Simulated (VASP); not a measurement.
# Al (Pm-3m) in VASP: notebook, part 2 of 2

VASP 6.6.1. Earlier steps stand in the parts before.

### 3 Relaxation of cell and atoms, LDA, target pressure 40 GPa, at which the enthalpy is minimised

INCAR reads:

```
  PREC = Accurate
  ENCUT = 600
  EDIFF = 1E-7
  ISMEAR = 1
  SIGMA = 0.1
  LREAL = F
  LASPH = T
  NELM = 100
  ALGO = Normal
  ISIF = 3
  LWAVE = F
  LCHARG = F
  GGA = CA
  IBRION = 2
  NSW = 80
  EDIFFG = -0.01
  PSTRESS = 400.0
```

KPOINTS reads:

```
Automatic mesh
0
Gamma
  7 7 7
```

POSCAR reads:

```
Al
1.0
    2.6300000000      0.0000000000      0.0000000000
    0.0000000000      2.6300000000      0.0000000000
    0.0000000000      0.0000000000      2.6300000000
Al
1
Direct
    0.0000000000      0.0000000000      0.0000000000
```

Potentials or basis: VASP PAW LDA potentials, release 64 (Al).

Started as:

```sh
cat potpaw_LDA.64/Al/POTCAR > POTCAR
mpirun -np 1 vasp_std > vasp.out
```

OUTCAR:

```text
PREC = Accurate
   ENCUT = 600
   EDIFF = 1E-7
   ISMEAR = 1
   LREAL = F
   LASPH = T
   NELM = 100
   ISIF = 3
   GGA = CA
   IBRION = 2
   NSW = 80
   EDIFFG = -0.01
   PSTRESS = 400.0

 ion  position               nearest neighbor table
   1  0.000  0.000  0.000-

  LATTYP: Found a simple cubic cell.
 ALAT       =     2.6300000000

  Lattice vectors:

 A1 = (   2.6300000000,   0.0000000000,   0.0000000000)
 A2 = (   0.0000000000,   2.6300000000,   0.0000000000)
 A3 = (   0.0000000000,   0.0000000000,   2.6300000000)

Analysis of symmetry for initial positions (statically):
=====================================================================
 Subroutine PRICEL returns:
 Original cell was already a primitive cell.

 Routine SETGRP: Setting up the symmetry group for a
 simple cubic supercell.

 Subroutine GETGRP returns: Found 48 space group operations
 (whereof 48 operations were pure point group operations)
 out of a pool of 48 trial point group operations.

The static configuration has the point symmetry O_h .

Analysis of symmetry for dynamics (positions and initial velocities):
=====================================================================
 Subroutine PRICEL returns:
[... 119 lines left out ...]
   IALGO  =     38    algorithm
   IMIX   =      4    mixing-type and parameters
     AMIX     =   0.40;   BMIX     =  1.00
     AMIX_MAG =   1.60;   BMIX_MAG =  1.00
  volume/ion in A,a.u.               =      18.19       122.76
  Fermi-wavevector in a.u.,A,eV,Ry     =   0.897758  1.696517 10.965891  0.805970
  Thomas-Fermi vector in A             =   2.020383
   LORBIT       =      0    0 simple, 1 ext, 2 COOP (PROOUT), +10 PAW based schemes
   GGA     = CA    functional components
   LHFCALC =     F    Hartree Fock is set to
   AEXX    =    0.0000 exact exchange contribution
   IVDW    =     0    specifies the selected vdW correction
   LEPSILON=     F    determine dielectric tensor
   LRPA    =     F    only Hartree local field effects (RPA)
 conjugate gradient relaxation of ions
 non-spin polarized calculation
 Methfessel and Paxton  Order N= 1 SIGMA  =   0.10
  energy-cutoff  :      600.00
  volume of cell :       18.19
 maximum number of plane-waves:       619
 NGX is ok and might be reduce to    24
   NGX = 11   NGY = 11   NGZ = 11

--------------------------------------- Ionic step        1  -------------------------------------------

 number of electron       3.0000000 magnetization

 Free energy of the ion-electron system (eV)
  ---------------------------------------------------
  ext. energy  EPLUGINS =         0.00000000
  ---------------------------------------------------
  free energy    TOTEN  =        -3.80456119 eV

  energy without entropy =       -3.80327015  energy(sigma->0) =       -3.80413084

 E-fermi :   6.4074     XC(G=0):  -9.9214

 val. band max:        6.3801833032   @ k =   0.4286   0.4286   0.1429
 cond. band min:       6.6687173078   @ k =   0.2857   0.0000   0.0000
 fundamental gap:      0.2885340045
 Fermi energy:         6.4073731084
[... 472 lines left out ...]
--------------------------------------- Ionic step        5  -------------------------------------------

 number of electron       3.0000000 magnetization

 Free energy of the ion-electron system (eV)
  ---------------------------------------------------
  ext. energy  EPLUGINS =         0.00000000
  ---------------------------------------------------
  free energy    TOTEN  =        -3.31094071 eV

  energy without entropy =       -3.30950168  energy(sigma->0) =       -3.31046103

 E-fermi :   9.2139     XC(G=0): -10.9240

 val. band max:        9.1859437542   @ k =   0.4286   0.4286   0.1429
 cond. band min:       9.4959788037   @ k =   0.2857   0.0000   0.0000
 fundamental gap:      0.3100350495
 Fermi energy:         9.2138667872
[... 190 lines left out ...]
  energy  without entropy=       -3.3095016766  energy(sigma->0) =       -3.31046103

  enthalpy is  TOTEN    =         0.1721078213 eV   P V=        3.4830485300

 reached required accuracy - stopping structural energy minimisation
```

CONTCAR:

```text
Al
   1.00000000000000
     2.4073359728985952    0.0000000000000000   -0.0000000000000000
     0.0000000000000000    2.4073359728985952   -0.0000000000000000
     0.0000000000000000    0.0000000000000000    2.4073359728985952
  Al
     1
Direct
     0.0000000000000000    0.0000000000000000    0.0000000000000000

  0.00000000E+00  0.00000000E+00  0.00000000E+00
```

Run time: 5.9 s. Hardware: 1 thread of AMD EPYC 9R45 (Zen 5), shared host; peak memory 0.09 GiB.

Results:

```
Free energy                                            : -3.3109 eV
Relaxed volume                                         : 13.95 Å³/atom
Relaxed cell                                           : a = 2.407 Å, b = 2.407 Å, c = 2.407 Å, α = 90.00°, β = 90.00°, γ = 90.00°
Space group after relaxing (to 0.05 Å)                 : Pm-3m (No. 221)
Energy change on relaxing (the enthalpy is what falls) : +493.6 meV/atom
Ionic steps                                            : 5
Pressure after relaxing                                : 40.0 GPa
```

The path:
```tsv
step	energy change (eV)	largest force (eV/Å)	pressure (GPa)	volume (Å³)
1	0.0000	0.0000	4.17	18.19
2	3.1697	0.0000	185.06	9.44
3	0.3989	0.0000	34.43	14.36
4	0.4689	0.0000	38.57	14.05
5	0.4936	0.0000	40.01	13.95
```

Final structure:
```yaml
crystal:
  lattice:
    - [2.40734, 0.00000, 0.00000]
    - [0.00000, 2.40734, 0.00000]
    - [0.00000, 0.00000, 2.40734]
  atoms:
    - { symbol: Al, position: [0.00000, 0.00000, 0.00000] }
```

Caveat: the cell is relaxed towards a set pressure, so the enthalpy falls and the energy may rise; the volume moved by over 15 % at a fixed basis, so the end points are rough.

### 4 Relaxation of cell and atoms, LDA, target pressure 60 GPa, at which the enthalpy is minimised

INCAR reads:

```
SYSTEM = Al
ALGO = Normal ; EDIFF = 1E-6
EDIFFG = -0.01 ; ENCUT = 600
IBRION = 2 ; ISIF = 3
ISMEAR = 1 ; LASPH = .True.
LCHARG = .False. ; LREAL = .False.
LWAVE = .False. ; NELM = 100
NSW = 80 ; PREC = Accurate
PSTRESS = 600.0 ; SIGMA = 0.1
```

KPOINTS reads:

```
k-points
0
Gamma
  7 7 7
  0 0 0
```

POSCAR is that of step 3.

Started as:

```sh
cat potpaw_LDA.64/Al/POTCAR > POTCAR
mpirun -np 1 vasp_std > vasp.out
```

Run time: 12 s. Hardware: 1 thread of AMD EPYC 9R45 (Zen 5), shared host; peak memory 0.1 GiB.

The run converged. Its results:

| Item | Value |
| --- | --- |
| Free energy | -2.9543 eV |
| Relaxed volume | 12.80 Å³/atom |
| Relaxed cell | a = 2.339 Å, b = 2.339 Å, c = 2.339 Å, α = 90.00°, β = 90.00°, γ = 90.00° |
| Space group after relaxing (to 0.05 Å) | Pm-3m (No. 221) |
| Energy change on relaxing (the enthalpy is what falls) | +850.2 meV/atom |
| Ionic steps | 17 |
| Pressure after relaxing | 60.0 GPa |

The path:
```csv
step,energy change (eV),largest force (eV/Å),pressure (GPa),volume (Å³)
1,0.0000,0.0000,4.17,18.19
2,10.7903,0.0000,650.96,6.09
3,0.4737,0.0000,38.85,14.03
4,0.6873,0.0000,51.01,13.27
5,0.8547,0.0000,60.24,12.78
6,0.8192,0.0000,58.30,12.88
7,0.8209,0.0000,58.39,12.87
8,0.8261,0.0000,58.67,12.86
9,0.8262,0.0000,58.68,12.86
10,0.8265,0.0000,58.70,12.86
11,0.8269,0.0000,58.72,12.86
12,0.8279,0.0000,58.77,12.86
13,0.8297,0.0000,58.87,12.85
14,0.8335,0.0000,59.07,12.84
15,0.8410,0.0000,59.49,12.82
16,0.8562,0.0000,60.33,12.78
17,0.8502,0.0000,60.02,12.80
```

Final structure:
```xyz
1
Lattice="2.3389 0.0000 0.0000 0.0000 2.3389 0.0000 0.0000 0.0000 2.3389" Properties=species:S:1:pos:R:3 pbc="T T T"
Al    0.0000    0.0000    0.0000
```

Levels at points of the mesh, in eV from the Fermi level:
| k point | band 1 | band 2 | band 3 | band 4 | band 5 |
| --- | --- | --- | --- | --- | --- |
| (0.00, 0.00, 0.00) | -12.58 | 9.05 | 9.05 | 12.93 | 12.93 |

Caveat: the cell is relaxed towards a set pressure, so the enthalpy falls and the energy may rise; the volume moved by over 15 % at a fixed basis, so the end points are rough.

### 5 Summary

| cell | gap on the mesh (eV) | pressure (GPa) |
| --- | --- | --- |
| relaxed to 20 GPa | none | 20.0 |
| relaxed to 40 GPa | none | 40.0 |
| relaxed to 60 GPa | none | 60.0 |

Alike in all rows: task relaxation of cell and atoms; level LDA; potentials or basis VASP PAW LDA potentials, release 64 (Al); no spin polarisation; k mesh 7 × 7 × 7; cutoff (eV) 600; smearing methfessel-paxton 0.1 eV.

Caveats: the cell is relaxed towards a set pressure, so the enthalpy falls and the energy may rise; the volume moved by over 15 % at a fixed basis, so the end points are rough (some runs).

Absolute energies hang on the potentials; compare differences alone.
